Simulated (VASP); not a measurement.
# Si2Mo (I4/mmm) in VASP: a series of runs

Runs on Si2Mo. Level: PBE. Tasks: single point, relaxation of cell and atoms.

Everything below comes from runs of VASP 6.6.1. Logs are shortened: lines on timing, memory, paths and dates and some standing lists are left out, and cuts for length are marked.

### Step 1. The cell of the first run

It takes space group I4/mmm (No. 139, tetragonal). Conventional cell: a = 3.217 Å, b = 3.217 Å, c = 7.873 Å, α = 90.00°, β = 90.00°, γ = 90.00°. Si (site symmetry 4mm) has 9 Si at 2.60 to 3.22 Å and 5 Mo at 2.62 to 2.64 Å within 3.4 Å. Within 3.5 Å of Mo (site symmetry 4/mmm) lie 10 Si at 2.62 to 2.64 Å and 4 Mo at 3.22 Å.

### Step 2. Single point, PBE

Input file INCAR:

```
ALGO     = Normal         # electronic algorithm
EDIFF    = 1E-6           # SCF threshold, eV
ENCUT    = 520            # plane-wave cutoff, eV
GGA      = PE             # functional
ISIF     = 2              # what is computed and relaxed
ISMEAR   = 0              # smearing method
LASPH    = True           # aspherical terms in the spheres
LCHARG   = True           # write CHGCAR
LELF     = True           # ELF
LREAL    = Auto         
LVHAR    = True         
LWAVE    = False          # write WAVECAR
NBANDS   = 118            # bands
NELM     = 100            # most SCF steps
PREC     = Accurate       # precision mode
SIGMA    = 0.1            # smearing width, eV
```

Input file KPOINTS:

```
k-points
0
Gamma
  4 4 4
```

Input file POSCAR:

```
Si2Mo
1.0
    0.0000000000      0.0000000000     -7.8730199992
    4.8252710553      4.8252710553     -3.9365099996
    4.8252710553     -4.8252710553     -3.9365099996
Si Mo
18 9
Direct
    0.3315675277      0.0000000000      0.6666666667
    0.9982341944      0.0000000000      0.3333333333
    0.3315675277      0.3333333333      0.3333333333
    0.6649008611      0.3333333333      0.6666666667
    0.9982341944      0.6666666667      0.6666666667
    0.6649008611      0.0000000000      1.0000000000
    0.9982341944      0.3333333333      1.0000000000
    0.3315675277      0.6666666667      1.0000000000
    0.6649008611      0.6666666667      0.3333333333
    0.0017658056      0.0000000000      0.6666666667
    0.6684324723      0.0000000000      0.3333333333
    0.0017658056      0.3333333333      0.3333333333
    0.3350991389      0.3333333333      0.6666666667
    0.6684324723      0.6666666667      0.6666666667
    0.3350991389      0.0000000000      1.0000000000
    0.6684324723      0.3333333333      1.0000000000
    0.0017658056      0.6666666667      1.0000000000
    0.3350991389      0.6666666667      0.3333333333
    0.0000000000      0.3333333333      0.6666666667
    0.6666666667      0.3333333333      0.3333333333
    0.0000000000      0.6666666667      0.3333333333
    0.3333333333      0.6666666667      0.6666666667
    0.6666666667      0.0000000000      0.6666666667
    0.3333333333      0.3333333333      1.0000000000
    0.6666666667      0.6666666667      1.0000000000
    1.0000000000      0.0000000000      1.0000000000
    0.3333333333      0.0000000000      0.3333333333
```

Potentials or basis: VASP PAW PBE potentials, release 64 (Si, Mo_sv).

Launch:

```sh
cat potpaw_PBE.64/Si/POTCAR potpaw_PBE.64/Mo_sv/POTCAR > POTCAR
mpirun -np 1 vasp_std > vasp.out
```

OUTCAR:

```text
EDIFF = 1E-6
   ENCUT = 520
   GGA = PE
   ISIF = 2
   ISMEAR = 0
   LASPH = True
   LREAL = Auto
   NELM = 100
   PREC = Accurate

 ion  position               nearest neighbor table
   1  0.332  0.000  0.667-  10 2.60  19 2.62  22 2.62  26 2.62  27 2.62  23 2.64  15 2.64  13 2.64
                            14 2.64  11 2.64
   2  0.998  0.000  0.333-  11 2.60  20 2.62  21 2.62  26 2.62  23 2.62  27 2.64  18 2.64  12 2.64
                            15 2.64  10 2.64
   3  0.332  0.333  0.333-  12 2.60  24 2.62  27 2.62  19 2.62  21 2.62  20 2.64  16 2.64  11 2.64
                            18 2.64  13 2.64
   4  0.665  0.333  0.667-  13 2.60  23 2.62  24 2.62  22 2.62  20 2.62  19 2.64  16 2.64  10 2.64
                            12 2.64  14 2.64
   5  0.998  0.667  0.667-  14 2.60  23 2.62  25 2.62  19 2.62  21 2.62  22 2.64  17 2.64  10 2.64
                            18 2.64  13 2.64
   6  0.665  0.000  0.000-  15 2.60  23 2.62  25 2.62  24 2.62  27 2.62  26 2.64  16 2.64  11 2.64
                            17 2.64  10 2.64
   7  0.998  0.333  0.000-  16 2.60  19 2.62  20 2.62  26 2.62  25 2.62  24 2.64  12 2.64  13 2.64
                            15 2.64  17 2.64
   8  0.332  0.667  0.000-  17 2.60  21 2.62  22 2.62  26 2.62  24 2.62  25 2.64  18 2.64  15 2.64
                            14 2.64  16 2.64
   9  0.665  0.667  0.333-  18 2.60  25 2.62  27 2.62  22 2.62  20 2.62  21 2.64  11 2.64  17 2.64
[... 44 lines left out ...]
 A1 = (   4.8252710553,   4.8252710553,   3.9365099996)
 A2 = (  -4.8252710553,  -4.8252710553,   3.9365099996)
 A3 = (   4.8252710553,  -4.8252710553,  -3.9365099996)

Analysis of symmetry for initial positions (statically):
=====================================================================
 Subroutine PRICEL returns following result:

  LATTYP: Found a body centered tetragonal cell.
 ALAT       =     3.2168473699
 C/A-ratio  =     2.4474334940

  Lattice vectors:

 A1 = (   1.6084236854,  -1.6084236854,   3.9365099988)
 A2 = (  -1.6084236849,   1.6084236849,   3.9365099992)
 A3 = (  -1.6084236854,  -1.6084236845,  -3.9365099988)

   9 primitive cells build up your supercell.

 Routine SETGRP: Setting up the symmetry group for a
 body centered tetragonal supercell.

 Subroutine GETGRP returns: Found 16 space group operations
 (whereof 16 operations were pure point group operations)
 out of a pool of 16 trial point group operations.

The static configuration has the point symmetry D_4h.

Analysis of symmetry for dynamics (positions and initial velocities):
=====================================================================
 Subroutine PRICEL returns following result:
[... 118 lines left out ...]
   POTIM  = 0.5000    time-step for ionic-motion
   TEBEG  =    0.0;   TEEND  =   0.0 temperature during run
   PSTRESS=    0.0 pullay stress
   NELECT =     198.0000    total number of electrons
   NUPDOWN=      -1.0000    fix difference up-down
   EMIN   =  10.00;   EMAX   =-10.00  energy-range for DOS
   EFERMI =   0.00;   METHOD = LEGACY
   ISMEAR =     0;   SIGMA  =   0.10  broadening in eV -4-tet -1-fermi 0-gaus
   EFERMI_NEDOS =   21; number of points for ismear=-14 and -15
   IALGO  =     38    algorithm
   IMIX   =      4    mixing-type and parameters
     AMIX     =   0.40;   BMIX     =  1.00
     AMIX_MAG =   1.60;   BMIX_MAG =  1.00
  volume/ion in A,a.u.               =      13.58        91.63
  Fermi-wavevector in a.u.,A,eV,Ry     =   1.333189  2.519361 24.182889  1.777392
  Thomas-Fermi vector in A             =   2.462066
   LORBIT       =      0    0 simple, 1 ext, 2 COOP (PROOUT), +10 PAW based schemes
   GGA     = PE    functional components
   LHFCALC =     F    Hartree Fock is set to
   AEXX    =    0.0000 exact exchange contribution
   IVDW    =     0    specifies the selected vdW correction
   LEPSILON=     F    determine dielectric tensor
   LRPA    =     F    only Hartree local field effects (RPA)
 non-spin polarized calculation
 Gauss-broadening in eV      SIGMA  =   0.10
  energy-cutoff  :      520.00
  volume of cell :      366.62
 maximum number of plane-waves:      9903
 NGX is ok and might be reduce to    60

 number of electron     198.0000020 magnetization

 Free energy of the ion-electron system (eV)
  ---------------------------------------------------
  ext. energy  EPLUGINS =         0.00000000
  ---------------------------------------------------
  free energy    TOTEN  =      -209.38337594 eV

  energy without entropy =     -209.36782818  energy(sigma->0) =     -209.37560206

 E-fermi :  12.0132     XC(G=0): -12.3693

 val. band max:       11.9697928820   @ k =  -0.2500   0.2500   0.2500
 cond. band min:      12.0717661673   @ k =   0.2500   0.0000   0.0000
 fundamental gap:      0.1019732854
 Fermi energy:        12.0132330299

 k-point     1 :       0.0000    0.0000    0.0000
  band No.  band energies     occupation
      1     -48.6663      2.00000
      2     -48.6531      2.00000
      3     -48.6531      2.00000
      4     -48.6531      2.00000
      5     -48.6531      2.00000
      6     -48.6409      2.00000
[... 1471 lines left out ...]
    110      13.7382      0.00000
    111      13.7382      0.00000
 [bands above 111 left out]

------------------------ aborting loop because EDIFF is reached ----------------------------------------

  FORCE on cell =-STRESS in cart. coord.  units (eV):
  Direction    XX          YY          ZZ          XY          YZ          ZX
  --------------------------------------------------------------------------------------
  -------------------------------------------------------------------------------------
  Total        0.2753705      0.2753705      0.5119839      0.0000000      0.0000000      0.0000000
  in kB        1.2034091      1.2034091      2.2374438      0.0000000      0.0000000      0.0000000
  external PRESSURE =       1.5480873 kB  Pullay stress =       0.0000000 kB

 VOLUME and BASIS-vectors are now :
 -----------------------------------------------------------------------------
  energy-cutoff  :      520.00
  volume of cell :      366.62
      direct lattice vectors                 reciprocal lattice vectors
     0.000000000  0.000000000 -7.873019999    -0.103621122  0.000000000 -0.127016062
     4.825271055  4.825271055 -3.936510000     0.103621122  0.103621122  0.000000000
     4.825271055 -4.825271055 -3.936510000     0.103621122 -0.103621122  0.000000000

 POSITION                                       TOTAL-FORCE (eV/Angst)
 -----------------------------------------------------------------------------------
      3.21685     -3.21685     -5.23478         0.000000     -0.000000     -0.018139
      1.60842     -1.60842     -9.17129         0.000000     -0.000000     -0.018139
      3.21685      0.00000     -5.23478        -0.000000     -0.000000     -0.018139
      4.82527     -1.60842     -9.17129        -0.000000     -0.000000     -0.018139
      6.43369      0.00000    -13.10780         0.000000     -0.000000     -0.018139
      0.00000      0.00000     -5.23478         0.000000     -0.000000     -0.018139
[... 19 lines left out ...]
      0.00000      0.00000      0.00000        -0.000000      0.000000      0.000000
      1.60842     -1.60842     -3.93651        -0.000000     -0.000000      0.000000
 -----------------------------------------------------------------------------------
    total drift:                                0.000000     -0.000000     -0.000000

  FREE ENERGIE OF THE ION-ELECTRON SYSTEM (eV)
  ---------------------------------------------------
  free  energy   TOTEN  =      -209.3833759445 eV

  energy  without entropy=     -209.3678281839  energy(sigma->0) =     -209.37560206
```

stdout:

```text
POSCAR found type information on POSCAR SiMo
 POSCAR found :  2 types and      27 ions
 scaLAPACK will be used
 LDA part: xc-table for (Slater+PW92), standard interpolation
 POSCAR, INCAR and KPOINTS ok, starting setup
 FFT: planning ... GRIDC
 FFT: planning ... GRID_SOFT
 FFT: planning ... GRID
 WAVECAR not read
 entering main loop
```

Wall time 13 min (1 thread of AMD EPYC 9R45 (Zen 5), shared host); peak memory 0.66 GiB.

Results:

```yaml
Free_energy: -209.3834 eV
Pressure: 0.2 GPa
Largest_force: 0.018 eV/Å
Band_gap_on_the_k_mesh: zero (bands 99 and 100 overlap by 0.90 eV)
```

Forces on the atoms (eV/Å):
```
Si   0.000  0.000 -0.018
Si   0.000  0.000 -0.018
Si   0.000  0.000 -0.018
Si   0.000  0.000 -0.018
Si   0.000  0.000 -0.018
Si   0.000  0.000 -0.018
Si   0.000  0.000 -0.018
Si   0.000  0.000 -0.018
Si   0.000  0.000 -0.018
Si   0.000  0.000  0.018
Si   0.000  0.000  0.018
Si   0.000  0.000  0.018
Si   0.000  0.000  0.018
Si   0.000  0.000  0.018
Si   0.000  0.000  0.018
Si   0.000  0.000  0.018
Si   0.000  0.000  0.018
Si   0.000  0.000  0.018
Mo   0.000  0.000  0.000
Mo   0.000  0.000  0.000
Mo   0.000  0.000  0.000
Mo   0.000  0.000  0.000
Mo   0.000  0.000  0.000
Mo   0.000  0.000  0.000
Mo   0.000  0.000  0.000
Mo   0.000  0.000  0.000
Mo   0.000  0.000  0.000
```

Levels at points of the mesh, in eV from the Fermi level:
```tsv
k point	band 96	band 97	band 98	band 99	band 100	band 101	band 102	band 103
(0.00, 0.00, 0.00)	-0.24	-0.24	-0.24	0.41	1.00	1.00	1.00	1.00
(0.50, 0.00, 0.00)	-1.67	-0.53	-0.53	-0.43	0.40	0.40	1.23	1.23
(0.00, 0.50, 0.00)	-1.26	-1.16	-0.61	-0.61	-0.06	-0.06	1.37	1.37
(0.00, 0.50, 0.50)	-1.51	-0.51	-0.51	-0.43	-0.43	0.54	1.01	1.01
```

### Step 3. Relaxation of cell and atoms, PBE, target pressure -2 GPa, at which the enthalpy is minimised

This run uses another cell than the first one: it holds 3 atoms, not 27.

Input file INCAR:

```
PREC = Accurate
ENCUT = 600
EDIFF = 1E-7
ISMEAR = 0
SIGMA = 0.1
LREAL = F
LASPH = T
NELM = 100
ALGO = Normal
ISIF = 3
LWAVE = F
LCHARG = F
GGA = PE
IBRION = 2
NSW = 70
EDIFFG = -0.008
PSTRESS = -20.0
```

Input file KPOINTS:

```
Automatic mesh
0
Gamma
  18 18 18
```

Input file POSCAR:

```
Si2Mo
1.0
   -1.6187990302      1.6187990302      3.9619029757
    1.6187990302     -1.6187990302      3.9619029757
    1.6187990302      1.6187990302     -3.9619029757
Si Mo
2 1
Direct
    0.3350991394      0.3350991394      0.0000000000
    0.6649008606      0.6649008606      0.0000000000
    0.0000000000      0.0000000000      0.0000000000
```

Potentials or basis: VASP PAW PBE potentials, release 64 (Si, Mo_sv).

Launch:

```sh
cat potpaw_PBE.64/Si/POTCAR potpaw_PBE.64/Mo_sv/POTCAR > POTCAR
mpirun -np 1 vasp_std > vasp.out
```

Wall time 18 min (1 thread of Intel Xeon Platinum 8259CL at 2.50GHz (Skylake/Cascade Lake), shared host); peak memory 0.55 GiB.

It converged, with:

| Quantity | Value |
| --- | --- |
| Free energy | -23.2601 eV |
| Relaxed volume | 13.72 Å³/atom |
| Relaxed cell | a = 4.561 Å, b = 4.561 Å, c = 4.561 Å, α = 138.53°, β = 138.53°, γ = 60.09° |
| Space group after relaxing (to 0.1 Å) | I4/mmm (No. 139) |
| Energy change on relaxing (the run minimises the enthalpy) | -2.2 meV/atom |
| Ionic steps | 3 |
| Pressure after relaxing | -2.0 GPa |
| Largest force after relaxing | 0.005 eV/Å |
| Band gap on the k mesh | zero (bands 11 and 12 overlap by 0.93 eV) |

Forces on the atoms (eV/Å):
```
Si   0.000  0.000  0.005
Si   0.000  0.000 -0.005
Mo   0.000  0.000  0.000
```

The path:
```tsv
step	energy change (eV)	largest force (eV/Å)	pressure (GPa)	volume (Å³)
1	0.0000	0.0407	-3.72	41.53
2	-0.0086	0.0486	0.68	40.64
3	-0.0065	0.0055	-2.00	41.17
```

Final structure:
```
Si Mo
1.0
    -1.61458    1.61458    3.94812
     1.61458   -1.61458    3.94812
     1.61458    1.61458   -3.94812
Si Mo
2 1
Direct
  0.33520 0.33520 0.00000
  0.66480 0.66480 0.00000
  0.00000 0.00000 0.00000
```

Levels at points of the mesh, in eV from the Fermi level:
```
           k point  band 8  band 9  band 10  band 11  band 12  band 13  band 14  band 15
(0.00, 0.00, 0.00)   -2.94   -2.55    -2.55     0.35     3.01     3.29     3.43     3.43
(0.50, 0.00, 0.00)   -4.42   -2.52    -2.48    -0.48     2.18     3.06     3.89     4.15
(0.50, 0.50, 0.00)   -5.20   -4.34    -2.95    -1.21     2.22     2.63     3.07     3.29
(0.50, 0.50, 0.50)   -2.12   -0.55    -0.55    -0.49    -0.49     0.48     4.67     4.87
```

Caveat: the cell is relaxed towards a set pressure, so the run minimises the enthalpy, not the energy.

The gap in the log of VASP goes by the Fermi energy; the results here count the filled bands.